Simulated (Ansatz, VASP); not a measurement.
# Bi4Te: VASP beside Ansatz

The input INCAR:

```
SYSTEM = Bi4Te
PREC = Accurate
ENCUT = 600
EDIFF = 1E-7
ISMEAR = 0
SIGMA = 0.1
LREAL = .FALSE.
LASPH = .TRUE.
NELM = 60
ALGO = Fast
ISIF = 3
LWAVE = .FALSE.
LCHARG = .FALSE.
GGA = PE
IBRION = 2
NSW = 100
EDIFFG = -0.01
```

File KPOINTS:

```
regular mesh
0
G
  6 6 6
  0 0 0
```

File POSCAR:

```
Bi4Te
1.0
    3.4464965147      1.9898356905      5.0441631948
   -3.4464965147      1.9898356905      5.0441631948
    0.0000000000     -3.9796713811      5.0441631948
Bi Te
4 1
Direct
    0.5000000000      0.5000000000      0.5000000000
    0.5572315600      0.4427684400      0.0000000000
    0.0000000000      0.5572315600      0.4427684400
    0.4427684400      0.0000000000      0.5572315600
    0.0000000000      0.0000000000      0.0000000000
```

Input for Ansatz:

```yaml
crystal:
  lattice:
    - [3.4464965147, 1.9898356905, 5.0441631948]
    - [-3.4464965147, 1.9898356905, 5.0441631948]
    - [0.0, -3.9796713811, 5.0441631948]
  atoms:
    - { symbol: Bi, position: [0.5, 0.5, 0.5] }
    - { symbol: Bi, position: [0.55723156, 0.44276844, 0.0] }
    - { symbol: Bi, position: [0.0, 0.55723156, 0.44276844] }
    - { symbol: Bi, position: [0.44276844, 0.0, 0.55723156] }
    - { symbol: Te, position: [0.0, 0.0, 0.0] }
basis:
  ecutwfc: 420
kpoints:
  mp_grid: { grid: [6, 6, 6] }
hamiltonian:
  xc: pbe
scf:
  occupations: { method: gaussian, width: 0.1 }
output:
  forces: true
  stress: true
  eigenvalues: true
relax:
  adjacent_minimum: "off"
  f_tol: 0.01
  max_steps: 80
  cell: { stress_tol: 0.05 }
```

Alike in both runs: task relaxation of cell and atoms; functional PBE; k mesh 6 × 6 × 6; occupations gaussian, width 0.1 eV; no spin polarisation.

```csv
,VASP,Ansatz
version,VASP 6.6.1,Ansatz 0.2.0
potentials or method,"VASP PAW PBE potentials, release 64 (Bi_d, Te), cutoff 600 eV","scalar-relativistic, plane waves, PAW"
valence electrons in the cell,66,76
```

```csv
,VASP,Ansatz,Ansatz less VASP
"gap on the k mesh at the Fermi level, each at its own relaxed structure (eV)",none,none,-
relaxed volume (Å³/atom),42.32,42.36,+0.042
relaxed cell length with the largest relative difference (Å),6.543,6.547,+0.0039
```

A gap of «none» marks a metal or a gap that the smearing closes. VASP's potentials hold 66 valence electrons a cell and Ansatz's 76, so a difference there can come from the potentials and not from the codes.

Spin-orbit coupling is off throughout.
